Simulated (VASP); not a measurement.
Runs of VASP 6.6.1 on C. The structure is that of space group R-3m (No. 166), or close to it. The cells are those of the table. 

```tsv
cell	pressure (GPa)	largest force (eV/Å)
a = 4.099, b = 2.366, c = 3.714 Å, angles 90.0, 111.5, 90.0°, 4 atoms	41.8	0.01
a = 4.355, b = 2.514, c = 3.634 Å, angles 90.0, 113.5, 90.0°, 4 atoms	(a)	0.01
a = 4.184, b = 2.416, c = 3.687 Å, angles 90.0, 112.2, 90.0°, 4 atoms	19.5	0.01
a = 4.013, b = 2.317, c = 3.591 Å, angles 90.0, 111.9, 90.0°, 4 atoms	(c)	-
a = 4.013, b = 2.317, c = 3.741 Å, angles 90.0, 110.9, 90.0°, 4 atoms	65.8	0.01
a = 4.269, b = 2.465, c = 3.660 Å, angles 90.0, 112.8, 90.0°, 4 atoms	0.4	0.01
a = 4.099, b = 2.366, c = 3.613 Å, angles 90.0, 112.2, 90.0°, 4 atoms	(b)	-
a = 4.184, b = 2.416, c = 3.627 Å, angles 90.0, 112.6, 90.0°, 4 atoms	20.1	-
```

Alike in all rows: task single point; level PBE+D3(BJ); potentials or basis VASP PAW PBE potentials, release 64 (C); no spin polarisation; k mesh 8 × 12 × 8; cutoff (eV) 520; smearing gaussian 0.02 eV.

Q: Fill in the values left out.

A: (a) -15.3; (b) 43.5; (c) 69.4.

Caveats: the stress differs along the axes, from -1 to 63 GPa (at least some runs); the stress differs along the axes, from -23 to 0 GPa (at least some runs); the stress differs along the axes, from -1 to 30 GPa (at least some runs); the stress differs along the axes, from -0 to 104 GPa (at least some runs); the stress differs along the axes, from -1 to 100 GPa (at least some runs); the stress differs along the axes, from -0 to 65 GPa (at least some runs); the stress differs along the axes, from -0 to 30 GPa (at least some runs).
